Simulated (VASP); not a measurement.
# Sr (I4/mmm) in VASP: further runs, part 2 of 2

VASP 6.6.1. The steps go on from the part before.

## (4) Single point, r2SCAN (strain +0.040 along x and y, -0.040 along z)

Contents of POSCAR:

```
Sr
1.0
   -2.5220000000      2.5220000000      2.3280000000
    2.5220000000     -2.5220000000      2.3280000000
    2.5220000000      2.5220000000     -2.3280000000
Sr
1
Direct
    0.0000000000      0.0000000000      0.0000000000
```

Contents of INCAR.step1:

```
SYSTEM = Sr
PREC = Accurate ; ENCUT = 520
ISMEAR = 0 ; SIGMA = 0.15
LREAL = .False. ; LASPH = .True.
NELM = 60 ; NBANDS = 11
GGA = PE ; ALGO = Normal
EDIFF = 1E-4 ; LWAVE = .True.
LCHARG = .False.
```

Contents of INCAR.step2:

```
SYSTEM = Sr
PREC = Accurate ; ENCUT = 520
EDIFF = 1E-6 ; ISMEAR = 0
SIGMA = 0.15 ; LREAL = .False.
LASPH = .True. ; NELM = 60
ALGO = Normal ; ISIF = 2
LWAVE = .False. ; LCHARG = .False.
METAGGA = R2SCAN ; LMIXTAU = .True.
NBANDS = 11 ; ISTART = 1
```

Contents of KPOINTS:

```
Automatic mesh
0
Gamma
  14 14 14
  0 0 0
```

Potentials or basis: VASP PAW PBE potentials, release 64 (Sr_sv).

On the command line:

```sh
> cat potpaw_PBE.64/Sr_sv/POTCAR > POTCAR
> cp INCAR.step1 INCAR
> mpirun -np 1 vasp_std > vasp.out
> cp INCAR.step2 INCAR
> mpirun -np 1 vasp_std > vasp.out
```

OUTCAR:

```text
SYSTEM = Sr
   PREC = Accurate
   ENCUT = 520
   EDIFF = 1E-6
   ISMEAR = 0
   LREAL = .False.
   LASPH = .True.
   NELM = 60
   ISIF = 2
   METAGGA = R2SCAN
   ISTART = 1

 ion  position               nearest neighbor table
   1  0.000  0.000  0.000-

  LATTYP: Found a body centered tetragonal cell.
 ALAT       =     5.0440000000
 C/A-ratio  =     0.9230769231

  Lattice vectors:

 A1 = (  -2.5220000000,   2.5220000000,   2.3280000000)
 A2 = (   2.5220000000,  -2.5220000000,   2.3280000000)
[... 515 lines left out ...]
     11       7.7425      0.00000

 [... further k-points ...]

------------------------ aborting loop because EDIFF is reached ----------------------------------------

  FORCE on cell =-STRESS in cart. coord.  units (eV):
  Direction    XX          YY          ZZ          XY          YZ          ZX
  --------------------------------------------------------------------------------------
  -------------------------------------------------------------------------------------
  Total       -0.2162779     -0.2162779     -0.1580179      0.0000000      0.0000000      0.0000000
  in kB       -5.8504549     -5.8504549     -4.2744851      0.0000000      0.0000000      0.0000000
  external PRESSURE =      -5.3251316 kB  Pullay stress =       0.0000000 kB

 VOLUME and BASIS-vectors are now :
 -----------------------------------------------------------------------------
  energy-cutoff  :      520.00
  volume of cell :       59.23
      direct lattice vectors                 reciprocal lattice vectors
    -2.522000000  2.522000000  2.328000000     0.000000000  0.198255353  0.214776632
     2.522000000 -2.522000000  2.328000000     0.198255353  0.000000000  0.214776632
     2.522000000  2.522000000 -2.328000000     0.198255353  0.198255353  0.000000000

 POSITION                                       TOTAL-FORCE (eV/Angst)
 -----------------------------------------------------------------------------------
      0.00000      0.00000      0.00000        -0.000000      0.000000      0.000000
 -----------------------------------------------------------------------------------
    total drift:                                0.000000      0.000000      0.000000

  FREE ENERGIE OF THE ION-ELECTRON SYSTEM (eV)
  ---------------------------------------------------
  free  energy   TOTEN  =       -15.0903640155 eV

  energy  without entropy=      -15.0743007642  energy(sigma->0) =      -15.08233239
```

OUTCAR.step1:

```text
SYSTEM = Sr
   PREC = Accurate
   ENCUT = 520
   ISMEAR = 0
   LREAL = .False.
   LASPH = .True.
   NELM = 60
[... 553 lines left out ...]
 -----------------------------------------------------------------------------------
      0.00000      0.00000      0.00000         0.000000     -0.000000      0.000000
 -----------------------------------------------------------------------------------
    total drift:                                0.000000      0.000000     -0.000000

  FREE ENERGIE OF THE ION-ELECTRON SYSTEM (eV)
  ---------------------------------------------------
  free  energy   TOTEN  =        -1.6216096522 eV

  energy  without entropy=       -1.6058608679  energy(sigma->0) =       -1.61373526
```

Run time: 2.3 min. Hardware: 1 thread of Intel Xeon 6975P-C (Granite Rapids), shared host; peak memory 0.3 GiB.

What came out:

| Quantity | Value |
| --- | --- |
| Free energy | -15.0904 eV |
| Pressure | -0.5 GPa |
| Band gap on the k mesh | zero (band 5 reaches 1.60 eV, above the bottom of band 6 at 1.24 eV) |

Levels at points of the mesh, in eV from the Fermi level:
```
           k point  band 1  band 2  band 3  band 4  band 5  band 6  band 7  band 8  band 9  band 10
(0.00, 0.00, 0.00)  -38.19  -19.46  -19.45  -19.45   -3.73    2.34    2.82    2.82    3.57     4.23
(0.50, 0.00, 0.00)  -38.18  -19.62  -19.51  -19.46   -0.85    0.12    1.29    3.81    4.65     5.53
(0.50, 0.50, 0.00)  -38.18  -19.61  -19.51  -19.45   -1.03   -0.12    1.82    3.39    4.21     5.48
(0.50, 0.50, 0.50)  -38.17  -19.57  -19.57  -19.56   -0.08    0.07    3.19    3.19    4.37     5.13
```

Caveat: the cell differs from its parent crystal (strain +0.040 along x and y, -0.040 along z); the PAW data sets were made with another functional, which shifts forces and pressure a little.

## (5) Single point, r2SCAN (strain +0.080 along x and y, -0.080 along z)

Contents of POSCAR:

```
Sr
1.0
   -2.6190000000      2.6190000000      2.2310000000
    2.6190000000     -2.6190000000      2.2310000000
    2.6190000000      2.6190000000     -2.2310000000
Sr
1
Direct
    0.0000000000      0.0000000000      0.0000000000
```

Contents of INCAR.step1:

```
SYSTEM = Sr
ALGO     = Normal         ! electronic algorithm
EDIFF    = 1E-4           ! SCF threshold, eV
ENCUT    = 520            ! plane-wave cutoff, eV
GGA      = PE             ! functional
ISMEAR   = 0              ! smearing method
LASPH    = .True.         ! aspherical terms in the spheres
LCHARG   = .False.        ! write CHGCAR
LREAL    = .False.        ! projectors in reciprocal space
LWAVE    = .True.         ! write WAVECAR
NBANDS   = 11             ! bands
NELM     = 60             ! most SCF steps
PREC     = Accurate       ! precision mode
SIGMA    = 0.15           ! smearing width, eV
```

Contents of INCAR.step2:

```
SYSTEM = Sr
ALGO     = Normal         ! electronic algorithm
EDIFF    = 1E-7           ! SCF threshold, eV
ENCUT    = 520            ! plane-wave cutoff, eV
ISIF     = 2              ! what is computed and relaxed
ISMEAR   = 0              ! smearing method
ISTART   = 1            
LASPH    = .True.         ! aspherical terms in the spheres
LCHARG   = .False.        ! write CHGCAR
LMIXTAU  = .True.       
LREAL    = .False.        ! projectors in reciprocal space
LWAVE    = .False.        ! write WAVECAR
METAGGA  = R2SCAN         ! meta-GGA
NBANDS   = 11             ! bands
NELM     = 60             ! most SCF steps
PREC     = Accurate       ! precision mode
SIGMA    = 0.15           ! smearing width, eV
```

Contents of KPOINTS:

```
k-points
0
Gamma
  14 14 14
  0 0 0
```

Potentials or basis: VASP PAW PBE potentials, release 64 (Sr_sv).

On the command line:

```sh
> cat potpaw_PBE.64/Sr_sv/POTCAR > POTCAR
> cp INCAR.step1 INCAR
> mpirun -np 1 vasp_std > vasp.out
> cp INCAR.step2 INCAR
> mpirun -np 1 vasp_std > vasp.out
```

OUTCAR:

```text
SYSTEM = Sr
   EDIFF = 1E-7
   ENCUT = 520
   ISIF = 2
   ISMEAR = 0
   ISTART = 1
   LASPH = .True.
   LREAL = .False.
   METAGGA = R2SCAN
   NELM = 60
   PREC = Accurate

 ion  position               nearest neighbor table
   1  0.000  0.000  0.000-

  LATTYP: Found a body centered tetragonal cell.
 ALAT       =     5.2380000000
 C/A-ratio  =     0.8518518519

  Lattice vectors:

 A1 = (  -2.6190000000,   2.6190000000,   2.2310000000)
 A2 = (   2.6190000000,  -2.6190000000,   2.2310000000)
 A3 = (   2.6190000000,   2.6190000000,  -2.2310000000)

Analysis of symmetry for initial positions (statically):
=====================================================================
 Subroutine PRICEL returns:
 Original cell was already a primitive cell.

 Routine SETGRP: Setting up the symmetry group for a
 body centered tetragonal supercell.

 Subroutine GETGRP returns: Found 16 space group operations
 (whereof 16 operations were pure point group operations)
 out of a pool of 16 trial point group operations.

The static configuration has the point symmetry D_4h.

[... 163 lines left out ...]
 Fermi energy:         1.2434369286

 k-point     1 :       0.0000    0.0000    0.0000
  band No.  band energies     occupation
      1     -37.0070      2.00000
      2     -18.2846      2.00000
      3     -18.2725      2.00000
      4     -18.2725      2.00000
      5      -2.4140      2.00000
      6       3.2939      0.00000
      7       4.2711      0.00000
      8       4.2711      0.00000
      9       4.3789      0.00000
     10       5.6565      0.00000
     11       8.9397      0.00000
[... 309 lines left out ...]
 k-point    24 :       0.2857    0.1429    0.0000
  band No.  band energies     occupation
      1     -36.9970      2.00000
      2     -18.4054      2.00000
      3     -18.3132      2.00000
      4     -18.2976      2.00000
      5      -0.1669      2.00000
      6       2.1317      0.00000
      7       2.4879      0.00000
      8       4.7617      0.00000
      9       5.4346      0.00000
     10       6.0721      0.00000
     11       7.4522      0.00000

 [... further k-points ...]

------------------------ aborting loop because EDIFF is reached ----------------------------------------

  FORCE on cell =-STRESS in cart. coord.  units (eV):
  Direction    XX          YY          ZZ          XY          YZ          ZX
  --------------------------------------------------------------------------------------
  -------------------------------------------------------------------------------------
  Total       -0.4107526     -0.4107526     -0.0892912      0.0000000      0.0000000      0.0000000
  in kB      -10.7512850    -10.7512850     -2.3371616      0.0000000      0.0000000      0.0000000
  external PRESSURE =      -7.9465772 kB  Pullay stress =       0.0000000 kB

 VOLUME and BASIS-vectors are now :
 -----------------------------------------------------------------------------
  energy-cutoff  :      520.00
  volume of cell :       61.21
      direct lattice vectors                 reciprocal lattice vectors
    -2.619000000  2.619000000  2.231000000     0.000000000  0.190912562  0.224114747
     2.619000000 -2.619000000  2.231000000     0.190912562  0.000000000  0.224114747
     2.619000000  2.619000000 -2.231000000     0.190912562  0.190912562  0.000000000

 POSITION                                       TOTAL-FORCE (eV/Angst)
 -----------------------------------------------------------------------------------
      0.00000      0.00000      0.00000        -0.000000      0.000000     -0.000000
 -----------------------------------------------------------------------------------
    total drift:                                0.000000      0.000000     -0.000000

  FREE ENERGIE OF THE ION-ELECTRON SYSTEM (eV)
  ---------------------------------------------------
  free  energy   TOTEN  =       -15.0731108379 eV

  energy  without entropy=      -15.0601805016  energy(sigma->0) =      -15.06664567
```

OSZICAR.step1:

```text
N       E                     dE             d eps       ncg     rms          rms(c)
DAV:   1     0.364925024545E+02    0.36493E+02   -0.46555E+03  5376   0.770E+02
DAV:   2     0.241701157700E+00   -0.36251E+02   -0.35605E+02  6255   0.149E+02
DAV:   3    -0.150496555619E+01   -0.17467E+01   -0.17238E+01  8087   0.242E+01
DAV:   4    -0.159312176500E+01   -0.88156E-01   -0.87911E-01  7094   0.483E+00
DAV:   5    -0.159490079477E+01   -0.17790E-02   -0.17786E-02  7747   0.576E-01    0.104E+01
DAV:   6    -0.159866519343E+01   -0.37644E-02   -0.73446E-03  6423   0.956E-01    0.583E+00
DAV:   7    -0.160118394011E+01   -0.25187E-02   -0.12754E-02  5928   0.125E+00    0.297E-01
DAV:   8    -0.160125772076E+01   -0.73781E-04   -0.15765E-03  8213   0.238E-01    0.665E-02
DAV:   9    -0.160128539000E+01   -0.27669E-04   -0.27821E-05  4114   0.417E-02
   1 F= -.16012854E+01 E0= -.15939048E+01  d E =-.147611E-01
```

Wall time 2.8 min (1 thread of Intel Xeon 6975P-C (Granite Rapids), shared host); peak memory 0.31 GiB.

What came out:

```yaml
Free_energy: -15.0731 eV
Pressure: -0.8 GPa
Band_gap_on_the_k_mesh: zero (band 5 reaches 1.48 eV, above the bottom of band 6 at 0.98 eV)
```

Caveat: the cell differs from its parent crystal (strain +0.080 along x and y, -0.080 along z); the PAW data sets were made with another functional, which shifts forces and pressure a little.

## (6) Overview

| cell | gap on the mesh (eV) | pressure (GPa) |
| --- | --- | --- |
| a = 4.207 Å, angles 112.8, 112.8, 103.0°, 1 atom | none | -0.1 |
| a = 4.207 Å, angles 106.3, 106.3, 115.9°, 1 atom | none | -0.1 |
| a = 4.259 Å, angles 107.4, 107.4, 113.7°, 1 atom | none | -0.5 |
| a = 4.324 Å, angles 105.4, 105.4, 117.9°, 1 atom | none | -0.8 |

Alike in all rows: task single point; level r2SCAN; potentials or basis VASP PAW PBE potentials, release 64 (Sr_sv); no spin polarisation; k mesh 14 × 14 × 14; cutoff (eV) 520; smearing gaussian 0.15 eV.

Caveats: the PAW data sets were made with another functional, which shifts forces and pressure a little.

Total energies depend on the potentials used, so only differences within one code and one set of settings carry meaning.
